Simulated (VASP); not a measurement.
# Ge (Fd-3m) in VASP: further runs

Ge is run at these levels: PBEsol; tasks: single point, relaxation of cell and atoms.

Everything below comes from runs of VASP 6.6.1. Logs are shortened: lines on timing, memory, paths and dates and some standing lists are left out, and cuts for length are marked.

**1. The cell of the first run**

It takes space group Fd-3m (No. 227, cubic). Conventional cell: a = 5.676 Å, b = 5.676 Å, c = 5.676 Å, α = 90.00°, β = 90.00°, γ = 90.00°. Ge (site symmetry -43m) has 4 Ge at 2.46 Å within 3.2 Å.

**2. Single point, PBEsol**

File INCAR:

```
SYSTEM = Ge
PREC = Accurate
ENCUT = 520
EDIFF = 1E-7
ISMEAR = 0
SIGMA = 0.01
LREAL = .False.
LASPH = .True.
NELM = 60
ALGO = Normal
ISIF = 2
LWAVE = .False.
LCHARG = .False.
GGA = PS
NBANDS = 21
```

File KPOINTS:

```
Automatic mesh
0
Gamma
  12 12 12
  0 0 0
```

File POSCAR:

```
Ge
1.0
    0.0000000000      2.8377713398      2.8377713398
    2.8377713398      0.0000000000      2.8377713398
    2.8377713398      2.8377713398      0.0000000000
Ge
2
Direct
    0.5000000000      0.5000000000      0.5000000000
    0.7500000000      0.7500000000      0.7500000000
```

Potentials or basis: VASP PAW PBE potentials, release 64 (Ge_d).

Command:

```sh
cat potpaw_PBE.64/Ge_d/POTCAR > POTCAR
mpirun -np 1 vasp_std > vasp.out
```

OUTCAR:

```text
SYSTEM = Ge
   PREC = Accurate
   ENCUT = 520
   EDIFF = 1E-7
   ISMEAR = 0
   LREAL = .False.
   LASPH = .True.
   NELM = 60
   ISIF = 2
   GGA = PS

 ion  position               nearest neighbor table
   1  0.500  0.500  0.500-   2 2.46   2 2.46   2 2.46   2 2.46
   2  0.750  0.750  0.750-   1 2.46   1 2.46   1 2.46   1 2.46

  LATTYP: Found a face centered cubic cell.
 ALAT       =     5.6755426796

  Lattice vectors:

 A1 = (   0.0000000000,   2.8377713398,   2.8377713398)
 A2 = (   2.8377713398,   0.0000000000,   2.8377713398)
 A3 = (   2.8377713398,   2.8377713398,   0.0000000000)

Analysis of symmetry for initial positions (statically):
=====================================================================
 Subroutine PRICEL returns:
 Original cell was already a primitive cell.

 Routine SETGRP: Setting up the symmetry group for a
 face centered cubic supercell.

 Subroutine GETGRP returns: Found 48 space group operations
 (whereof 24 operations were pure point group operations)
 out of a pool of 48 trial point group operations.

The static configuration has the point symmetry T_d .
 The point group associated with its full space group is O_h .

Analysis of symmetry for dynamics (positions and initial velocities):
=====================================================================
 Subroutine PRICEL returns:
 Original cell was already a primitive cell.

 Routine SETGRP: Setting up the symmetry group for a
 face centered cubic supercell.

 Subroutine GETGRP returns: Found 48 space group operations
 (whereof 24 operations were pure point group operations)
 out of a pool of 48 trial point group operations.

The dynamic configuration has the point symmetry T_d .
 The point group associated with its full space group is O_h .

 Subroutine INISYM returns: Found 48 space group operations
 (whereof 24 operations are pure point group operations),
 and found     1 'primitive' translations

----------------------------------------------------------------------------------------

                                     Primitive cell

  volume of cell :      45.7048

  direct lattice vectors                    reciprocal lattice vectors
     0.000000000  2.837771340  2.837771340    -0.176194605  0.176194605  0.176194605
     2.837771340  0.000000000  2.837771340     0.176194605 -0.176194605  0.176194605
     2.837771340  2.837771340  0.000000000     0.176194605  0.176194605 -0.176194605

  length of vectors
     4.013214716  4.013214716  4.013214716     0.305178008  0.305178008  0.305178008

  position of ions in fractional coordinates (direct lattice)
     0.500000000  0.500000000  0.500000000
     0.750000000  0.750000000  0.750000000

  ion indices of the primitive-cell ions
   primitive index   ion index
                 1           1
                 2           2

----------------------------------------------------------------------------------------

 KPOINTS: Automatic mesh

Automatic generation of k-mesh.
 Grid dimensions read from file:
 generate k-points for:   12   12   12

 Generating k-lattice:

  Cartesian coordinates                     Fractional coordinates (reciprocal lattice)
    -0.014682884  0.014682884  0.014682884     0.083333333  0.000000000  0.000000000
     0.014682884 -0.014682884  0.014682884     0.000000000  0.083333333  0.000000000
     0.014682884  0.014682884 -0.014682884     0.000000000  0.000000000  0.083333333

  Length of vectors
     0.025431501  0.025431501  0.025431501

  Shift w.r.t. Gamma in fractional coordinates (k-lattice)
     0.000000000  0.000000000  0.000000000

 Subroutine IBZKPT returns following result:
 ===========================================

 Found     72 irreducible k-points:

 Following reciprocal coordinates:
            Coordinates               Weight
  0.000000  0.000000  0.000000      1.000000
  0.083333  0.000000  0.000000      8.000000
  0.166667  0.000000  0.000000      8.000000
  0.250000  0.000000  0.000000      8.000000
  0.333333  0.000000  0.000000      8.000000
  0.416667  0.000000  0.000000      8.000000
[... 16 lines left out ...]
  0.500000  0.166667  0.000000     24.000000
 -0.416667  0.166667  0.000000     24.000000
 [... further k-points ...]
   k-points           NKPTS =     72   k-points in BZ     NKDIM =     72   number of bands    NBANDS=     21
   number of dos      NEDOS =    301   number of ions     NIONS =      2
   total plane-waves  NPLWV =  27000
   dimension x,y,z NGX =    30 NGY =   30 NGZ =   30
   dimension x,y,z NGXF=    60 NGYF=   60 NGZF=   60
   ions per type =               2
   NGX,Y,Z   is equivalent  to a cutoff of  12.43, 12.43, 12.43 a.u.
   NGXF,Y,Z  is equivalent  to a cutoff of  24.85, 24.85, 24.85 a.u.
 SYSTEM =  Ge
   PREC   = accura    normal or accurate (medium, high low for compatibility)
   ISTART =      0    job   : 0-new  1-cont  2-samecut
   ICHARG =      2    charge: 1-file 2-atom 10-const
   ISPIN  =      1    spin polarized calculation?
   LNONCOLLINEAR =      F non collinear calculations
   LSORBIT =      F    spin-orbit coupling
   LASPH  =      T    aspherical Exc in radial PAW
   ENCUT  =  520.0 eV  38.22 Ry    6.18 a.u.   7.46  7.46  7.46*2*pi/ulx,y,z
   NELM   =     60;   NELMIN=  2; NELMDL= -5     # of ELM steps
   EDIFF  = 0.1E-06   stopping-criterion for ELM
   LREAL  =      F    real-space projection
   EDIFFG = 0.1E-05   stopping-criterion for IOM
   NSW    =      0    number of steps for IOM
   IBRION =     -1    ionic relax: 0-MD 1-quasi-New 2-CG
   NFREE  =      0    steps in history (QN), initial steepest desc. (CG)
   ISIF   =      2    stress and relaxation
   ISYM   =      2    0-nonsym 1-usesym 2-fastsym
   POTIM  = 0.5000    time-step for ionic-motion
   TEBEG  =    0.0;   TEEND  =   0.0 temperature during run
   PSTRESS=    0.0 pullay stress
   NELECT =      28.0000    total number of electrons
   NUPDOWN=      -1.0000    fix difference up-down
   EMIN   =  10.00;   EMAX   =-10.00  energy-range for DOS
   EFERMI =   0.00;   METHOD = LEGACY
   ISMEAR =     0;   SIGMA  =   0.01  broadening in eV -4-tet -1-fermi 0-gaus
   EFERMI_NEDOS =   21; number of points for ismear=-14 and -15
   IALGO  =     38    algorithm
   IMIX   =      4    mixing-type and parameters
     AMIX     =   0.40;   BMIX     =  1.00
     AMIX_MAG =   1.60;   BMIX_MAG =  1.00
  volume/ion in A,a.u.               =      22.85       154.22
  Fermi-wavevector in a.u.,A,eV,Ry     =   1.390401  2.627477 26.302991  1.933215
  Thomas-Fermi vector in A             =   2.514340
   LORBIT       =      0    0 simple, 1 ext, 2 COOP (PROOUT), +10 PAW based schemes
   GGA     = PS    functional components
   LHFCALC =     F    Hartree Fock is set to
   AEXX    =    0.0000 exact exchange contribution
   IVDW    =     0    specifies the selected vdW correction
   LEPSILON=     F    determine dielectric tensor
   LRPA    =     F    only Hartree local field effects (RPA)
 non-spin polarized calculation
 Gauss-broadening in eV      SIGMA  =   0.01
  energy-cutoff  :      520.00
  volume of cell :       45.70
 maximum number of plane-waves:      1248
 NGX is ok and might be reduce to    30
   NGX = 15   NGY = 15   NGZ = 15

 number of electron      28.0000014 magnetization

 Free energy of the ion-electron system (eV)
  ---------------------------------------------------
  ext. energy  EPLUGINS =         0.00000000
  ---------------------------------------------------
  free energy    TOTEN  =        -9.87366674 eV

  energy without entropy =       -9.87365781  energy(sigma->0) =       -9.87366228

 E-fermi :   4.7735     XC(G=0): -10.0842

 val. band max:        4.7704339382   @ k =   0.0000   0.0000   0.0000
 cond. band min:       4.8646809358   @ k =   0.5000   0.0000   0.0000
 fundamental gap:      0.0942469976
 Fermi energy:         4.7734767764

 k-point     1 :       0.0000    0.0000    0.0000
  band No.  band energies     occupation
      1     -19.9796      2.00000
      2     -19.9796      2.00000
      3     -19.9796      2.00000
      4     -19.9437      2.00000
      5     -19.9437      2.00000
      6     -19.7366      2.00000
[... 13 lines left out ...]
     20      14.2254      0.00000
     21      14.2254      0.00000

 k-point     2 :       0.0833    0.0000    0.0000
  band No.  band energies     occupation
      1     -19.9837      2.00000
      2     -19.9837      2.00000
      3     -19.9784      2.00000
      4     -19.9380      2.00000
      5     -19.9380      2.00000
      6     -19.7434      2.00000
[... 13 lines left out ...]
     20      13.6303      0.00000
     21      13.6303      0.00000

 k-point     3 :       0.1667    0.0000    0.0000
  band No.  band energies     occupation
      1     -19.9912      2.00000
      2     -19.9912      2.00000
      3     -19.9753      2.00000
      4     -19.9266      2.00000
      5     -19.9266      2.00000
      6     -19.7535      2.00000
[... 13 lines left out ...]
     20      13.0619      0.00000
     21      13.0619      0.00000

 k-point     4 :       0.2500    0.0000    0.0000
  band No.  band energies     occupation
      1     -19.9974      2.00000
      2     -19.9974      2.00000
      3     -19.9710      2.00000
      4     -19.9157      2.00000
      5     -19.9157      2.00000
      6     -19.7621      2.00000
[... 13 lines left out ...]
     20      13.0382      0.00000
     21      13.0382      0.00000

 k-point     5 :       0.3333    0.0000    0.0000
  band No.  band energies     occupation
      1     -20.0012      2.00000
      2     -20.0012      2.00000
      3     -19.9666      2.00000
      4     -19.9079      2.00000
      5     -19.9079      2.00000
      6     -19.7676      2.00000
[... 13 lines left out ...]
     20      13.6753      0.00000
     21      13.6753      0.00000

 k-point     6 :       0.4167    0.0000    0.0000
  band No.  band energies     occupation
      1     -20.0031      2.00000
      2     -20.0031      2.00000
      3     -19.9633      2.00000
      4     -19.9037      2.00000
      5     -19.9037      2.00000
      6     -19.7702      2.00000
[... 13 lines left out ...]
     20      14.8284      0.00000
     21      14.8284      0.00000

 k-point     7 :       0.5000    0.0000    0.0000
  band No.  band energies     occupation
      1     -20.0036      2.00000
      2     -20.0036      2.00000
      3     -19.9621      2.00000
      4     -19.9025      2.00000
      5     -19.9025      2.00000
      6     -19.7708      2.00000
[... 13 lines left out ...]
     20      15.6791      0.00000
     21      15.8859      0.00000
[... 291 lines left out ...]
      1     -19.9992      2.00000
      2     -19.9939      2.00000
      3     -19.9805      2.00000
      4     -19.9188      2.00000
      5     -19.8929      2.00000
      6     -19.8017      2.00000
[... 13 lines left out ...]
     20      13.8783      0.00000
     21      14.6869      0.00000

 k-point    21 :       0.3333    0.1667    0.0000
  band No.  band energies     occupation
      1     -20.0088      2.00000
      2     -19.9991      2.00000
      3     -19.9690      2.00000
      4     -19.9081      2.00000
      5     -19.8820      2.00000
      6     -19.8116      2.00000
[... 13 lines left out ...]
     20      14.3311      0.00000
     21      14.9943      0.00000

 k-point    22 :       0.4167    0.1667    0.0000
  band No.  band energies     occupation
      1     -20.0159      2.00000
      2     -20.0035      2.00000
      3     -19.9564      2.00000
      4     -19.8981      2.00000
      5     -19.8778      2.00000
      6     -19.8134      2.00000
[... 13 lines left out ...]
     20      14.8601      0.00000
     21      15.8573      0.00000

 k-point    23 :       0.5000    0.1667    0.0000
  band No.  band energies     occupation
      1     -20.0198      2.00000
      2     -20.0070      2.00000
      3     -19.9458      2.00000
      4     -19.8894      2.00000
      5     -19.8813      2.00000
      6     -19.8066      2.00000
[... 13 lines left out ...]
     20      15.6256      0.00000
     21      15.9144      0.00000

 k-point    24 :      -0.4167    0.1667    0.0000
  band No.  band energies     occupation
      1     -20.0200      2.00000
      2     -20.0094      2.00000
      3     -19.9402      2.00000
      4     -19.8903      2.00000
      5     -19.8831      2.00000
      6     -19.7933      2.00000
[... 13 lines left out ...]
     20      14.3709      0.00000
     21      14.9460      0.00000

 [... further k-points ...]

------------------------ aborting loop because EDIFF is reached ----------------------------------------

  FORCE on cell =-STRESS in cart. coord.  units (eV):
  Direction    XX          YY          ZZ          XY          YZ          ZX
  --------------------------------------------------------------------------------------
  -------------------------------------------------------------------------------------
  Total       -0.0265613     -0.0265613     -0.0265613     -0.0000000      0.0000000      0.0000000
  in kB       -0.9311022     -0.9311022     -0.9311022     -0.0000000      0.0000000      0.0000000
  external PRESSURE =      -0.9311022 kB  Pullay stress =       0.0000000 kB

 VOLUME and BASIS-vectors are now :
 -----------------------------------------------------------------------------
  energy-cutoff  :      520.00
  volume of cell :       45.70
      direct lattice vectors                 reciprocal lattice vectors
     0.000000000  2.837771340  2.837771340    -0.176194605  0.176194605  0.176194605
     2.837771340  0.000000000  2.837771340     0.176194605 -0.176194605  0.176194605
     2.837771340  2.837771340  0.000000000     0.176194605  0.176194605 -0.176194605

 POSITION                                       TOTAL-FORCE (eV/Angst)
 -----------------------------------------------------------------------------------
      2.83777      2.83777      2.83777         0.000000      0.000000      0.000000
      4.25666      4.25666      4.25666        -0.000000     -0.000000     -0.000000
 -----------------------------------------------------------------------------------
    total drift:                                0.000000     -0.000000     -0.000000

  FREE ENERGIE OF THE ION-ELECTRON SYSTEM (eV)
  ---------------------------------------------------
  free  energy   TOTEN  =        -9.8736667410 eV

  energy  without entropy=       -9.8736578138  energy(sigma->0) =       -9.87366228
```

Wall time 28 s (1 thread of Intel Xeon 6975P-C (Granite Rapids), shared host); peak memory 0.19 GiB.

What came out:

```yaml
Free_energy: -9.8737 eV
Pressure: -0.1 GPa
Band_gap_on_the_k_mesh: zero (filled and empty bands touch)
```

Levels at points of the mesh, in eV from the Fermi level:
```csv
k point,band 10,band 11,band 12,band 13,band 14,band 15,band 16,band 17,band 18,band 19
"(0.00, 0.00, 0.00)",-24.50,-12.73,-0.09,0.00,0.00,0.00,2.53,2.53,2.53,6.19
"(0.50, 0.00, 0.00)",-24.47,-10.65,-7.59,-1.40,-1.40,0.09,3.70,3.70,6.96,10.37
"(0.50, 0.50, 0.00)",-24.46,-8.87,-8.87,-3.06,-3.06,0.67,0.67,9.41,9.41,11.42
```

Caveat: semilocal functionals underestimate gaps, and a narrow one can read as zero; the PAW data sets were made with another functional, which shifts forces and pressure a little.

(Part 1 of 2 ends here.)

The gap in the log of VASP goes by the Fermi energy; the results here count the filled bands.